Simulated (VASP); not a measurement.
# KZnF3: single point with LDA

Crystal: KZnF3.

```
CELL_PARAMETERS angstrom
3.81120 0.00000 0.00000
0.00000 3.81120 0.00000
0.00000 0.00000 4.57344
ATOMIC_POSITIONS crystal
K 0.00000 0.00000 0.00000
Zn 0.50000 0.50000 0.50000
F 0.50000 0.50000 0.00000
F 0.00000 0.50000 0.50000
F 0.50000 0.00000 0.50000
```

This cell differs from its parent crystal: ratio of the length along z to the lengths across it x 1.2, volume and fractional coordinates fixed.

| Item | Value |
| --- | --- |
| Program | VASP 6.6.1 |
| Task | single point |
| Functional | LDA |
| Potentials or basis | VASP PAW LDA potentials, release 64 (K_sv, Zn, F) |
| Cutoff | 520 eV |
| k mesh | 6 × 6 × 6 |
| Occupations | gaussian, width 0.05 eV |
| Spin | no spin polarisation |
| Dipole correction | no |
| Further INCAR settings | ALGO = Normal; EDIFF = 1e-06; NBANDS = 29 |

```yaml
Pressure: -0.4 GPa
Band_gap_on_the_k_mesh: 3.11 eV (least direct gap 5.17 eV)
```

Stress tensor (GPa, compression positive):
```
 3.92  0.00  0.00
 0.00  3.92  0.00
 0.00  0.00 -9.10
```

Levels at points of the mesh, in eV from the valence-band top:
```tsv
k point	band 19	band 20	band 21	band 22	band 23	band 24
(0.00, 0.00, 0.00)	-2.27	-2.06	-2.06	3.11	7.58	8.24
(0.50, 0.00, 0.00)	-2.32	-2.26	-2.09	6.30	7.62	9.25
(0.50, 0.50, 0.00)	-2.23	-2.11	0.00	7.85	9.67	9.79
(0.00, 0.00, 0.50)	-2.25	-2.01	-2.01	5.21	6.95	8.16
(0.50, 0.00, 0.50)	-2.26	-2.08	-0.88	7.15	8.44	9.15
(0.50, 0.50, 0.50)	-1.92	-1.13	0.00	7.20	7.64	7.64
```

Run time: 51 s on 1 thread of Intel(R) Xeon(R) 6975P-C (Granite Rapids), on a shared host, peak memory 0.19 GiB.

Caveat: the stress differs along the axes, from -9 to 4 GPa. A k mesh can miss the band edges.
